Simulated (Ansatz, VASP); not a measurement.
# Two plane-wave programs on CdO2

INCAR

```
SYSTEM = CdO2
PREC = Accurate
ENCUT = 600
EDIFF = 1E-6
ISMEAR = -1
SIGMA = 0.1
LREAL = .False.
LASPH = .True.
NELM = 120
ALGO = Normal
ISIF = 2
LWAVE = .False.
LCHARG = .False.
GGA = PS
NBANDS = 19
GGA_COMPAT = .False.
```

Contents of KPOINTS:

```
Automatic mesh
0
Gamma
  7 7 6
  0 0 0
```

The input POSCAR:

```
CdO2
1.0
    3.4762295800      0.0000000000      0.0000000000
   -1.7381147900      3.0105031257      0.0000000000
    0.0000000000      0.0000000000      4.1480760000
Cd O
1 2
Direct
    0.0000000000      0.0000000000      0.0000000000
    0.6666666667      0.3333333333      0.7557810000
    0.3333333333      0.6666666667      0.2442190000
```

Input for Ansatz:

```yaml
crystal:
  lattice:
    a: 3.47622958
    b: 3.47622958
    c: 4.148076
    alpha: 90.0
    beta: 90.0
    gamma: 120.0
  space_group: 164
  atoms:
    - { symbol: Cd, position: [0.0, 0.0, 0.0] }
    - { symbol: O, position: [0.6666666666666666, 0.3333333333333333, 0.755781] }
kpoints:
  mp_grid:
    grid: [7, 7, 6]
hamiltonian:
  xc: pbesol
scf:
  occupations:
    method: fermi_dirac
    width: 0.1
output:
  forces: true
  stress: true
```

Alike in both runs: task single point; functional PBEsol; k mesh 7 × 7 × 6; occupations fermi-dirac, width 0.1 eV; no spin polarisation.

```csv
,VASP,Ansatz
version,VASP 6.6.1,Ansatz 0.2.0
potentials or method,"VASP PAW PBE potentials, release 64 (Cd, O)","plane waves, PAW"
plane-wave cutoff (eV),600,420
valence electrons in the cell,24,32
```

Ansatz gave:

* pressure (GPa): -10.2
* traceless stress, the component that is largest in VASP (GPa): 1.57
* rms of the force components (eV/Å): 0.163

What did VASP give for the same quantities?

Pressure (GPa): -9.1; traceless stress, the component that is largest in VASP (GPa): 0.90; rms of the force components (eV/Å): 0.109.

VASP's potentials were made for PBE, not for PBEsol. Atom by atom the forces differ by 0.053 eV/Å (rms over components). The functional is the same, so the differences come from potentials, cutoffs and numerics. VASP's potentials hold 24 valence electrons a cell and Ansatz's 32, so a difference there can come from the potentials and not from the codes.
